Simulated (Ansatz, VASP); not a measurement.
**Ga6H in VASP and in Ansatz**

```
Ga H
1.0
    -3.10899    3.06781    3.10899
     3.10899   -3.06781    3.10899
     3.10899    3.06781   -3.10899
Ga H
6 1
Cartesian
  2.4490 -0.0711 1.5147
  1.5545 2.3009 0.0000
  0.6600 -0.0711 4.7033
  4.6635 0.7670 0.0000
  -0.0398 1.6050 2.2144
  0.0398 4.6728 0.8945
  1.5545 0.7670 3.1090
```

Alike in both runs: functional PBE; k mesh 8 × 8 × 8; occupations gaussian, width 0.1 eV; no spin polarisation.

Ansatz relaxed the structure, and its values are those at the end. VASP's run is a single point on that final structure, the one shown.

```csv
,VASP,Ansatz
version,VASP 6.6.1,Ansatz 0.2.0
potentials or method,"VASP PAW PBE potentials, release 64 (Ga_d, H), cutoff 520 eV","scalar-relativistic, plane waves, PAW"
valence electrons in the cell,79,79
```

```csv
,VASP,Ansatz,Ansatz less VASP
gap on the k mesh at the Fermi level (eV),none,none,-
pressure (GPa),0.0,0.0,-0.07
rms of the force components (eV/Å),0.003,0.003,+0.0001
```

A gap of «none» marks a metal or a gap that the smearing closes. With one functional, cell and mesh, what is left measures potentials, basis and numerics.
